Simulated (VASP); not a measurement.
# InHRh (P4/mmm) in VASP: single point with PBE

Aim: the single point of InHRh with PBE.

Everything below comes from runs of VASP 6.6.1. Logs are shortened: lines on timing, memory, paths and dates and some standing lists are left out, and cuts for length are marked.

### 1 The cell of the first run

It takes space group P4/mmm (No. 123, tetragonal). The conventional cell has a = 3.729 Å, b = 3.729 Å, c = 3.102 Å, α = 90.00°, β = 90.00°, γ = 90.00°. In (site symmetry 4/mmm) has 2 H at 1.55 Å within 2.1 Å. H (site symmetry 4/mmm) has 2 In at 1.55 Å within 2.1 Å. Rh (site symmetry 4/mmm) has 4 In at 2.64 Å and 8 H at 3.06 Å and 2 Rh at 3.10 Å within 3.5 Å.

### 2 Single point, PBE

INCAR reads:

```
SYSTEM = InHRh
PREC = Accurate
ENCUT = 520
EDIFF = 1E-6
ISMEAR = 0
SIGMA = 0.1
LREAL = .FALSE.
LASPH = .TRUE.
NELM = 60
ALGO = Normal
ISIF = 2
LWAVE = .FALSE.
LCHARG = .FALSE.
GGA = PE
NBANDS = 22
```

KPOINTS reads:

```
regular mesh
0
G
  6 6 6
  0 0 0
```

POSCAR reads:

```
InHRh
1.0
    3.7292395600      0.0000000000      0.0000000000
    0.0000000000      3.7292395600      0.0000000000
    0.0000000000      0.0000000000      3.1023802000
In H Rh
1 1 1
Direct
    0.5000000000      0.5000000000      0.0000000000
    0.5000000000      0.5000000000      0.5000000000
    0.0000000000      0.0000000000      0.0000000000
```

Potentials or basis: VASP PAW PBE potentials, release 64 (In_d, H, Rh_pv).

Command:

```
> cat potpaw_PBE.64/In_d/POTCAR potpaw_PBE.64/H/POTCAR potpaw_PBE.64/Rh_pv/POTCAR > POTCAR
> mpirun -np 1 vasp_std > vasp.out
```

OUTCAR:

```text
SYSTEM = InHRh
   PREC = Accurate
   ENCUT = 520
   EDIFF = 1E-6
   ISMEAR = 0
   LREAL = .FALSE.
   LASPH = .TRUE.
   NELM = 60
   ISIF = 2
   GGA = PE

 ion  position               nearest neighbor table
   1  0.500  0.500  0.000-   2 1.55   2 1.55   3 2.64   3 2.64   3 2.64   3 2.64
   2  0.500  0.500  0.500-   1 1.55   1 1.55
   3  0.000  0.000  0.000-   1 2.64   1 2.64   1 2.64   1 2.64

  LATTYP: Found a simple tetragonal cell.
 ALAT       =     3.7292395600
 C/A-ratio  =     0.8319069210

  Lattice vectors:

 A1 = (   3.7292395600,   0.0000000000,   0.0000000000)
 A2 = (   0.0000000000,   3.7292395600,   0.0000000000)
 A3 = (   0.0000000000,   0.0000000000,   3.1023802000)

Analysis of symmetry for initial positions (statically):
=====================================================================
 Subroutine PRICEL returns:
 Original cell was already a primitive cell.

 Routine SETGRP: Setting up the symmetry group for a
 simple tetragonal supercell.

 Subroutine GETGRP returns: Found 16 space group operations
 (whereof 16 operations were pure point group operations)
 out of a pool of 16 trial point group operations.

The static configuration has the point symmetry D_4h.

Analysis of symmetry for dynamics (positions and initial velocities):
=====================================================================
 Subroutine PRICEL returns:
 Original cell was already a primitive cell.

 Routine SETGRP: Setting up the symmetry group for a
 simple tetragonal supercell.

 Subroutine GETGRP returns: Found 16 space group operations
 (whereof 16 operations were pure point group operations)
 out of a pool of 16 trial point group operations.

The dynamic configuration has the point symmetry D_4h.

 Subroutine INISYM returns: Found 16 space group operations
 (whereof 16 operations are pure point group operations),
 and found     1 'primitive' translations

----------------------------------------------------------------------------------------

                                     Primitive cell

  volume of cell :      43.1455

  direct lattice vectors                    reciprocal lattice vectors
     3.729239560  0.000000000  0.000000000     0.268151183  0.000000000  0.000000000
     0.000000000  3.729239560  0.000000000     0.000000000  0.268151183  0.000000000
     0.000000000  0.000000000  3.102380200     0.000000000  0.000000000  0.322333156
[... 78 lines left out ...]
   ISTART =      0    job   : 0-new  1-cont  2-samecut
   ICHARG =      2    charge: 1-file 2-atom 10-const
   ISPIN  =      1    spin polarized calculation?
   LNONCOLLINEAR =      F non collinear calculations
   LSORBIT =      F    spin-orbit coupling
   LASPH  =      T    aspherical Exc in radial PAW
   ENCUT  =  520.0 eV  38.22 Ry    6.18 a.u.   6.93  6.93  5.77*2*pi/ulx,y,z
   NELM   =     60;   NELMIN=  2; NELMDL= -5     # of ELM steps
   EDIFF  = 0.1E-05   stopping-criterion for ELM
   LREAL  =      F    real-space projection
   EDIFFG = 0.1E-04   stopping-criterion for IOM
   NSW    =      0    number of steps for IOM
   IBRION =     -1    ionic relax: 0-MD 1-quasi-New 2-CG
   NFREE  =      0    steps in history (QN), initial steepest desc. (CG)
   ISIF   =      2    stress and relaxation
   ISYM   =      2    0-nonsym 1-usesym 2-fastsym
   POTIM  = 0.5000    time-step for ionic-motion
   TEBEG  =    0.0;   TEEND  =   0.0 temperature during run
   PSTRESS=    0.0 pullay stress
   NELECT =      29.0000    total number of electrons
   NUPDOWN=      -1.0000    fix difference up-down
   EMIN   =  10.00;   EMAX   =-10.00  energy-range for DOS
   EFERMI =   0.00;   METHOD = LEGACY
   ISMEAR =     0;   SIGMA  =   0.10  broadening in eV -4-tet -1-fermi 0-gaus
   EFERMI_NEDOS =   21; number of points for ismear=-14 and -15
   IALGO  =     38    algorithm
   IMIX   =      4    mixing-type and parameters
     AMIX     =   0.40;   BMIX     =  1.00
     AMIX_MAG =   1.60;   BMIX_MAG =  1.00
  volume/ion in A,a.u.               =      14.38        97.05
  Fermi-wavevector in a.u.,A,eV,Ry     =   1.434043  2.709949 27.980116  2.056481
  Thomas-Fermi vector in A             =   2.553495
   LORBIT       =      0    0 simple, 1 ext, 2 COOP (PROOUT), +10 PAW based schemes
   GGA     = PE    functional components
   LHFCALC =     F    Hartree Fock is set to
   AEXX    =    0.0000 exact exchange contribution
   IVDW    =     0    specifies the selected vdW correction
   LEPSILON=     F    determine dielectric tensor
   LRPA    =     F    only Hartree local field effects (RPA)
 non-spin polarized calculation
 Gauss-broadening in eV      SIGMA  =   0.10
  energy-cutoff  :      520.00
  volume of cell :       43.15
 maximum number of plane-waves:      1176
 NGX is ok and might be reduce to    28
   NGX = 13   NGY = 13   NGZ = 11

 number of electron      29.0000005 magnetization

 Free energy of the ion-electron system (eV)
  ---------------------------------------------------
  ext. energy  EPLUGINS =         0.00000000
  ---------------------------------------------------
  free energy    TOTEN  =        -9.71742915 eV

  energy without entropy =       -9.70195269  energy(sigma->0) =       -9.70969092

 E-fermi :   7.6703     XC(G=0): -11.3120

 val. band max:        7.6555951701   @ k =   0.3333   0.3333   0.3333
 cond. band min:       7.6702749524   @ k =   0.3333   0.1667   0.3333
 fundamental gap:      0.0146797823
 Fermi energy:         7.6702688487

 k-point     1 :       0.0000    0.0000    0.0000
  band No.  band energies     occupation
      1     -37.4630      2.00000
      2     -37.4630      2.00000
      3     -37.2301      2.00000
      4      -8.6882      2.00000
      5      -6.8747      2.00000
      6      -6.8351      2.00000
[... 589 lines left out ...]
     21      19.3390      0.00000
     22      20.7051      0.00000

 [... further k-points ...]
[... 5 lines left out ...]
  --------------------------------------------------------------------------------------
  -------------------------------------------------------------------------------------
  Total        2.0284971      2.0284971     12.3331901      0.0000000     -0.0000000      0.0000000
  in kB       75.3267789     75.3267789    457.9841234      0.0000000     -0.0000000      0.0000000
  external PRESSURE =     202.8792271 kB  Pullay stress =       0.0000000 kB

 VOLUME and BASIS-vectors are now :
 -----------------------------------------------------------------------------
  energy-cutoff  :      520.00
  volume of cell :       43.15
      direct lattice vectors                 reciprocal lattice vectors
     3.729239560  0.000000000  0.000000000     0.268151183  0.000000000  0.000000000
     0.000000000  3.729239560  0.000000000     0.000000000  0.268151183  0.000000000
     0.000000000  0.000000000  3.102380200     0.000000000  0.000000000  0.322333156

 POSITION                                       TOTAL-FORCE (eV/Angst)
 -----------------------------------------------------------------------------------
      1.86462      1.86462      0.00000         0.000000      0.000000      0.000000
      1.86462      1.86462      1.55119         0.000000      0.000000      0.000000
      0.00000      0.00000      0.00000         0.000000      0.000000      0.000000
 -----------------------------------------------------------------------------------
    total drift:                                0.000000      0.000000     -0.000000

  FREE ENERGIE OF THE ION-ELECTRON SYSTEM (eV)
  ---------------------------------------------------
  free  energy   TOTEN  =        -9.7174291528 eV

  energy  without entropy=       -9.7019526881  energy(sigma->0) =       -9.70969092
```

Run time: 13 s. Hardware: 1 thread of AMD EPYC 9R45 (Zen 5), shared host; peak memory 0.14 GiB.

Results:

- Free energy: -9.7174 eV
- Pressure: 20.3 GPa

Caveat: spin-orbit coupling is left out, which moves the levels of the heavy elements.
